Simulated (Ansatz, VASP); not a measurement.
**Bi in VASP and in Ansatz**

```
Bi
1.0
     4.50086    0.00000    0.00000
    -2.25043    3.89786    0.00000
     0.00000    0.00000   11.72959
Bi
2
Cartesian
  0.0000 2.5986 2.9324
  2.2504 1.2993 8.7972
```

Change from the starting cell: volume scaled by 0.975.

Alike in both runs: task single point; functional PBE; k mesh 9 × 9 × 3; occupations fermi-dirac, width 0.03 eV; no spin polarisation.

|  | VASP | Ansatz |
| --- | --- | --- |
| version | VASP 6.6.1 | Ansatz 0.2.0 |
| potentials or method | VASP PAW PBE potentials, release 64 (Bi_d), cutoff 520 eV | all-electron LAPW, scalar-relativistic |

```csv
,VASP,Ansatz,Ansatz less VASP
pressure (GPa),-3.4,-3.4,+0.02
"traceless stress, the component that is largest in VASP (GPa)",3.06,3.06,+0.001
```

Ansatz ran all-electron here, and VASP with PAW potentials.

Neither program's run includes spin-orbit coupling.
